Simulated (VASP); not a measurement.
# Cu (P6/mmm) in VASP: a series of runs, part 2 of 2

VASP 6.6.1. Earlier steps stand in the parts before.

## Step 4: Relaxation of cell and atoms, PBE, target pressure 20 GPa, at which the enthalpy is minimised

This run uses another cell than the first one: it holds 3 atoms, not 1.

The input, INCAR:

```
SYSTEM = Cu
PREC = Accurate ; ENCUT = 600
EDIFF = 1E-6 ; ISMEAR = -1
SIGMA = 0.1 ; LREAL = .False.
LASPH = .True. ; NELM = 80
ALGO = Normal ; ISIF = 3
LWAVE = .False. ; LCHARG = .False.
GGA = PE ; IBRION = 2
NSW = 60 ; EDIFFG = -0.005
PSTRESS = 200.0
```

The input, KPOINTS:

```
Automatic mesh
0
Gamma
  9 9 13
  0 0 0
```

The input, POSCAR:

```
Cu
1.0
    3.9153943534      0.0000000000      0.0000000000
   -1.9576971767      3.3908309759      0.0000000000
    0.0000000000      0.0000000000      2.4275444991
Cu
3
Direct
    0.0000000000      0.0000000000      0.0000000000
    0.3333333333      0.6666666667      0.5000000000
    0.6666666667      0.3333333333      0.5000000000
```

Potentials or basis: VASP PAW PBE potentials, release 64 (Cu).

The run is started by

```console
$ cat potpaw_PBE.64/Cu/POTCAR > POTCAR
$ mpirun -np 1 vasp_std > vasp.out
```

OUTCAR:

```text
SYSTEM = Cu
   PREC = Accurate
   ENCUT = 600
   EDIFF = 1E-6
   ISMEAR = -1
   LREAL = .False.
   LASPH = .True.
   NELM = 80
   ISIF = 3
   GGA = PE
   IBRION = 2
   NSW = 60
   EDIFFG = -0.005
   PSTRESS = 200.0

 ion  position               nearest neighbor table
   1  0.000  0.000  0.000-   2 2.57   3 2.57   2 2.57   3 2.57   3 2.57   3 2.57   2 2.57   2 2.57
                             3 2.57   3 2.57   2 2.57   2 2.57
   2  0.333  0.667  0.500-   3 2.26   3 2.26   3 2.26   1 2.57   1 2.57   1 2.57   1 2.57   1 2.57
                             1 2.57
   3  0.667  0.333  0.500-   2 2.26   2 2.26   2 2.26   1 2.57   1 2.57   1 2.57   1 2.57   1 2.57
                             1 2.57

  LATTYP: Found a hexagonal cell.
 ALAT       =     3.9153943534
 C/A-ratio  =     0.6200000000

  Lattice vectors:

 A1 = (   3.9153943534,   0.0000000000,   0.0000000000)
 A2 = (  -1.9576971767,   3.3908309759,   0.0000000000)
 A3 = (   0.0000000000,   0.0000000000,   2.4275444991)

Analysis of symmetry for initial positions (statically):
=====================================================================
 Subroutine PRICEL returns:
 Original cell was already a primitive cell.

 Routine SETGRP: Setting up the symmetry group for a
 hexagonal supercell.

 Subroutine GETGRP returns: Found 24 space group operations
 (whereof 24 operations were pure point group operations)
 out of a pool of 24 trial point group operations.

The static configuration has the point symmetry D_6h.

Analysis of symmetry for dynamics (positions and initial velocities):
=====================================================================
 Subroutine PRICEL returns:
 Original cell was already a primitive cell.

 Routine SETGRP: Setting up the symmetry group for a
 hexagonal supercell.

 Subroutine GETGRP returns: Found 24 space group operations
 (whereof 24 operations were pure point group operations)
 out of a pool of 24 trial point group operations.

The dynamic configuration has the point symmetry D_6h.

 Subroutine INISYM returns: Found 24 space group operations
 (whereof 24 operations are pure point group operations),
 and found     1 'primitive' translations

----------------------------------------------------------------------------------------

                                     Primitive cell

  volume of cell :      32.2291

  direct lattice vectors                    reciprocal lattice vectors
     3.915394353  0.000000000  0.000000000     0.255402115  0.147456480  0.000000000
    -1.957697177  3.390830976  0.000000000     0.000000000  0.294912960  0.000000000
     0.000000000  0.000000000  2.427544499     0.000000000  0.000000000  0.411938896

  length of vectors
     3.915394353  3.915394353  2.427544499     0.294912960  0.294912960  0.411938896

  position of ions in fractional coordinates (direct lattice)
     0.000000000  0.000000000  0.000000000
     0.333333333  0.666666667  0.500000000
     0.666666667  0.333333333  0.500000000

  ion indices of the primitive-cell ions
   primitive index   ion index
                 1           1
                 2           2
                 3           3

----------------------------------------------------------------------------------------

[... 53 lines left out ...]
   total plane-waves  NPLWV =  20480
   dimension x,y,z NGX =    32 NGY =   32 NGZ =   20
   dimension x,y,z NGXF=    64 NGYF=   64 NGZF=   40
   ions per type =               3
   NGX,Y,Z   is equivalent  to a cutoff of  13.59, 13.59, 13.70 a.u.
   NGXF,Y,Z  is equivalent  to a cutoff of  27.17, 27.17, 27.39 a.u.
 SYSTEM =  Cu
   PREC   = accura    normal or accurate (medium, high low for compatibility)
   ISTART =      0    job   : 0-new  1-cont  2-samecut
   ICHARG =      2    charge: 1-file 2-atom 10-const
   ISPIN  =      1    spin polarized calculation?
   LNONCOLLINEAR =      F non collinear calculations
   LSORBIT =      F    spin-orbit coupling
   LASPH  =      T    aspherical Exc in radial PAW
   ENCUT  =  600.0 eV  44.10 Ry    6.64 a.u.   7.82  7.82  4.85*2*pi/ulx,y,z
   NELM   =     80;   NELMIN=  2; NELMDL= -5     # of ELM steps
   EDIFF  = 0.1E-05   stopping-criterion for ELM
   LREAL  =      F    real-space projection
   EDIFFG = -.5E-02   stopping-criterion for IOM
   NSW    =     60    number of steps for IOM
   IBRION =      2    ionic relax: 0-MD 1-quasi-New 2-CG
   NFREE  =      1    steps in history (QN), initial steepest desc. (CG)
   ISIF   =      3    stress and relaxation
   ISYM   =      2    0-nonsym 1-usesym 2-fastsym
   POTIM  = 0.5000    time-step for ionic-motion
   TEBEG  =    0.0;   TEEND  =   0.0 temperature during run
   PSTRESS=  200.0 pullay stress
   NELECT =      33.0000    total number of electrons
   NUPDOWN=      -1.0000    fix difference up-down
   EMIN   =  10.00;   EMAX   =-10.00  energy-range for DOS
   EFERMI =   0.00;   METHOD = LEGACY
   ISMEAR =    -1;   SIGMA  =   0.10  broadening in eV -4-tet -1-fermi 0-gaus
   EFERMI_NEDOS =   21; number of points for ismear=-14 and -15
   IALGO  =     38    algorithm
   IMIX   =      4    mixing-type and parameters
     AMIX     =   0.40;   BMIX     =  1.00
     AMIX_MAG =   1.60;   BMIX_MAG =  1.00
  volume/ion in A,a.u.               =      10.74        72.50
  Fermi-wavevector in a.u.,A,eV,Ry     =   1.650048  3.118138 37.044008  2.722658
  Thomas-Fermi vector in A             =   2.739064
   LORBIT       =      0    0 simple, 1 ext, 2 COOP (PROOUT), +10 PAW based schemes
   GGA     = PE    functional components
   LHFCALC =     F    Hartree Fock is set to
   AEXX    =    0.0000 exact exchange contribution
   IVDW    =     0    specifies the selected vdW correction
   LEPSILON=     F    determine dielectric tensor
   LRPA    =     F    only Hartree local field effects (RPA)
 conjugate gradient relaxation of ions
 non-spin polarized calculation
  energy-cutoff  :      600.00
  volume of cell :       32.23
 maximum number of plane-waves:      1095
 NGX is ok and might be reduce to    32

--------------------------------------- Ionic step        1  -------------------------------------------

 number of electron      32.9999994 magnetization

 Free energy of the ion-electron system (eV)
  ---------------------------------------------------
  ext. energy  EPLUGINS =         0.00000000
  ---------------------------------------------------
  free energy    TOTEN  =       -10.65456079 eV

  energy without entropy =      -10.62517146  energy(sigma->0) =      -10.63986612

------------------------ aborting loop because EDIFF is reached ----------------------------------------

  FORCE on cell =-STRESS in cart. coord.  units (eV):
  Direction    XX          YY          ZZ          XY          YZ          ZX
  --------------------------------------------------------------------------------------
  -------------------------------------------------------------------------------------
  Total        5.6043797      5.6043797      3.3579617      0.0000000     -0.0000000     -0.0000000
  in kB      278.6052402    278.6052402    166.9311846      0.0000000     -0.0000000     -0.0000000
  external PRESSURE =      41.3805550 kB  Pullay stress =     200.0000000 kB
[... 100 lines left out ...]
  energy  without entropy=      -10.7551356772  energy(sigma->0) =      -10.76979518

  enthalpy is  TOTEN    =        -6.6585145820 eV   P V=        4.1259401021

[... ionic steps 4 to 13 ...]

--------------------------------------- Ionic step       14  -------------------------------------------

 number of electron      32.9999988 magnetization

------------------------ aborting loop because EDIFF is reached ----------------------------------------
[... 73 lines left out ...]
--------------------------------------- Ionic step       16  -------------------------------------------

 number of electron      32.9999988 magnetization

 Free energy of the ion-electron system (eV)
  ---------------------------------------------------
  ext. energy  EPLUGINS =         0.00000000
  ---------------------------------------------------
  free energy    TOTEN  =       -10.75117943 eV

  energy without entropy =      -10.72236264  energy(sigma->0) =      -10.73677104

 E-fermi :   8.6115     XC(G=0): -13.1817

 val. band max:        8.5771356176   @ k =   0.3333   0.1111   0.4615
 cond. band min:       8.6199264831   @ k =   0.2222   0.1111   0.0769
 fundamental gap:      0.0427908655
 Fermi energy:         8.6115299750

 k-point     1 :       0.0000    0.0000    0.0000
  band No.  band energies     occupation
      1      -1.3545      2.00000
      2       3.6018      2.00000
      3       4.6046      2.00000
      4       4.6046      2.00000
      5       4.6626      2.00000
      6       4.6626      2.00000
[... 541 lines left out ...]
     19      18.5535      0.00000
     20      18.5933      0.00000

 [... further k-points ...]
[... 5 lines left out ...]
  --------------------------------------------------------------------------------------
  -------------------------------------------------------------------------------------
  Total        4.0757022      4.0757022      4.0901405      0.0000000      0.0000000     -0.0000000
  in kB      199.3818764    199.3818764    200.0881925      0.0000000      0.0000000     -0.0000000
  external PRESSURE =      -0.3826849 kB  Pullay stress =     200.0000000 kB
[... 22 lines left out ...]
  energy  without entropy=      -10.7223626404  energy(sigma->0) =      -10.73677104

  enthalpy is  TOTEN    =        -6.6628417525 eV   P V=        4.0883376791

 reached required accuracy - stopping structural energy minimisation
```

CONTCAR:

```text
Cu
   1.00000000000000
     3.9805069805801279    0.0000000000000000   -0.0000000000000000
    -1.9902534902900639    3.4472201651524919    0.0000000000000000
    -0.0000000000000000   -0.0000000000000000    2.3868214644175296
  Cu
     3
Direct
     0.0000000000000000    0.0000000000000000    0.0000000000000000
     0.3333333332999970    0.6666666667000030    0.5000000000000000
     0.6666666667000030    0.3333333332999970    0.5000000000000000

  0.00000000E+00  0.00000000E+00  0.00000000E+00
  0.00000000E+00  0.00000000E+00  0.00000000E+00
  0.00000000E+00  0.00000000E+00  0.00000000E+00
```

Wall time 3.9 min (1 thread of Intel Xeon Platinum 8488C (Sapphire Rapids), shared host); peak memory 0.19 GiB.

What came out:

| Quantity | Value |
| --- | --- |
| Free energy | -10.7512 eV |
| Relaxed volume | 10.92 Å³/atom |
| Relaxed cell | a = 3.981 Å, b = 3.981 Å, c = 2.387 Å, α = 90.00°, β = 90.00°, γ = 120.00° |
| Space group after relaxing (to 0.05 Å) | P6/mmm (No. 191) |
| Energy change on relaxing (the enthalpy is what falls) | -32.2 meV/atom |
| Ionic steps | 16 |
| Pressure after relaxing | 20.0 GPa |

Step by step:
```tsv
step	energy change (eV)	largest force (eV/Å)	pressure (GPa)	volume (Å³)
1	0.0000	0.0000	24.14	32.23
2	-0.1807	0.0000	15.01	33.53
3	-0.1299	0.0000	18.00	33.05
4	-0.0803	0.0000	20.82	32.63
5	-0.0977	0.0000	19.85	32.76
6	-0.0970	0.0000	19.97	32.75
7	-0.0959	0.0000	20.12	32.75
8	-0.0962	0.0000	20.09	32.75
9	-0.0964	0.0000	20.06	32.75
10	-0.0978	0.0000	19.94	32.76
11	-0.0972	0.0000	19.85	32.76
12	-0.0967	0.0000	19.92	32.75
13	-0.0966	0.0000	20.20	32.75
14	-0.0966	0.0000	19.88	32.75
15	-0.0966	0.0000	20.05	32.75
16	-0.0966	0.0000	19.96	32.75
```

Final structure:
```cif
data_structure
_symmetry_space_group_name_H-M 'P 1'
_symmetry_Int_Tables_number 1
_cell_length_a 3.9805
_cell_length_b 3.9805
_cell_length_c 2.3868
_cell_angle_alpha 90.000
_cell_angle_beta 90.000
_cell_angle_gamma 120.000
_cell_volume 32.75
loop_
_atom_site_label
_atom_site_type_symbol
_atom_site_fract_x
_atom_site_fract_y
_atom_site_fract_z
_atom_site_occupancy
Cu1 Cu 0.00000 0.00000 0.00000 1
Cu2 Cu 0.33333 0.66667 0.50000 1
Cu3 Cu 0.66667 0.33333 0.50000 1
```

Levels at points of the mesh, in eV from the Fermi level:
```csv
k point,band 12,band 13,band 14,band 15,band 16,band 17,band 18,band 19,band 20
"(0.00, 0.00, 0.00)",-2.58,-2.53,-2.53,-1.64,-1.64,4.78,4.78,4.79,4.79
```

Caveat: the cell is relaxed towards a set pressure, so the enthalpy falls and the energy may rise.

## Step 5: Overview

```csv
cell,k mesh,gap on the mesh (eV),pressure (GPa)
"relaxed to 20 GPa from a = 2.388, b = 2.388, c = 2.245 Å, angles 90.0, 90.0, 120.0°, 1 atom",18 × 18 × 17,none,20.0
"relaxed to 20 GPa from a = 2.392, b = 2.392, c = 2.318 Å, angles 90.0, 90.0, 120.0°, 1 atom",18 × 18 × 17,none,20.0
"relaxed to 20 GPa from a = 3.915, b = 3.915, c = 2.428 Å, angles 90.0, 90.0, 120.0°, 3 atoms",9 × 9 × 13,none,20.0
```

Alike in all rows: task relaxation of cell and atoms; level PBE; potentials or basis VASP PAW PBE potentials, release 64 (Cu); no spin polarisation; cutoff (eV) 600; smearing fermi-dirac 0.1 eV.

Caveats: the cell is relaxed towards a set pressure, so the enthalpy falls and the energy may rise.

Absolute energies hang on the potentials; compare differences alone.
